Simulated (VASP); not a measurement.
Wanted: the native input for a VASP 6.6.1 run.

- Task: single point
- Functional: r2SCAN
- Potentials or basis: VASP PAW PBE potentials, release 64 (Ag, I)
- Cutoff: 550 eV
- k mesh: 6 × 6 × 4
- Occupations: gaussian, width 0.01 eV
- Spin: no spin polarisation
- Dipole correction: no
- Further INCAR settings: ALGO = Normal; EDIFF = 1e-06; NBANDS = 26

The system is AgI.

```xyz
4
Lattice="4.6968 0.0000 0.0000 -2.3484 4.0675 0.0000 0.0000 0.0000 7.6750" Properties=species:S:1:pos:R:3 pbc="T T T"
Ag    2.3484    1.3558    4.8162
Ag    0.0000    2.7117    0.9787
I     2.3484    1.3558    0.0190
I     0.0000    2.7117    3.8565
```

The input as run:

POSCAR

```
AgI
1.0
    4.6967920697      0.0000000000      0.0000000000
   -2.3483960349      4.0675412487      0.0000000000
    0.0000000000      0.0000000000      7.6749659153
Ag I
2 2
Direct
    0.6666666667      0.3333333333      0.6275238171
    0.3333333333      0.6666666667      0.1275238171
    0.6666666667      0.3333333333      0.0024761829
    0.3333333333      0.6666666667      0.5024761829
```

INCAR.step1

```
PREC     = Accurate       # precision mode
ENCUT    = 550            # plane-wave cutoff, eV
ISMEAR   = 0              # smearing method
SIGMA    = 0.01           # smearing width, eV
LREAL    = False          # projectors in reciprocal space
LASPH    = True           # aspherical terms in the spheres
NELM     = 120            # most SCF steps
NBANDS   = 26             # bands
GGA      = PE             # functional
ALGO     = Normal         # electronic algorithm
EDIFF    = 1E-5           # SCF threshold, eV
LWAVE    = True           # write WAVECAR
LCHARG   = False          # write CHGCAR
GGA_COMPAT= False
```

INCAR.step2

```
PREC     = Accurate       # precision mode
ENCUT    = 550            # plane-wave cutoff, eV
EDIFF    = 1E-6           # SCF threshold, eV
ISMEAR   = 0              # smearing method
SIGMA    = 0.01           # smearing width, eV
LREAL    = False          # projectors in reciprocal space
LASPH    = True           # aspherical terms in the spheres
NELM     = 120            # most SCF steps
ALGO     = Normal         # electronic algorithm
ISIF     = 2              # what is computed and relaxed
LWAVE    = False          # write WAVECAR
LCHARG   = False          # write CHGCAR
METAGGA  = R2SCAN         # meta-GGA
LMIXTAU  = True         
NBANDS   = 26             # bands
ISTART   = 1            
GGA_COMPAT= False
```

KPOINTS

```
Automatic mesh
0
Gamma
  6 6 4
```

Potentials or basis: VASP PAW PBE potentials, release 64 (Ag, I).

Launch:

```bash
$ cat potpaw_PBE.64/Ag/POTCAR potpaw_PBE.64/I/POTCAR > POTCAR
$ cp INCAR.step1 INCAR
$ mpirun -np 1 vasp_std > vasp.out
$ cp INCAR.step2 INCAR
$ mpirun -np 1 vasp_std > vasp.out
```

It gave:

```yaml
Pressure: -0.9 GPa
Band_gap_on_the_k_mesh: 1.83 eV
```

Caveat: the PAW data sets were made with another functional, which shifts forces and pressure a little; spin-orbit coupling is left out, which moves the levels of the heavy elements.

Run time: 2.3 min on 1 thread of Intel(R) Xeon(R) 6975P-C (Granite Rapids), on a shared host, peak memory 0.33 GiB.
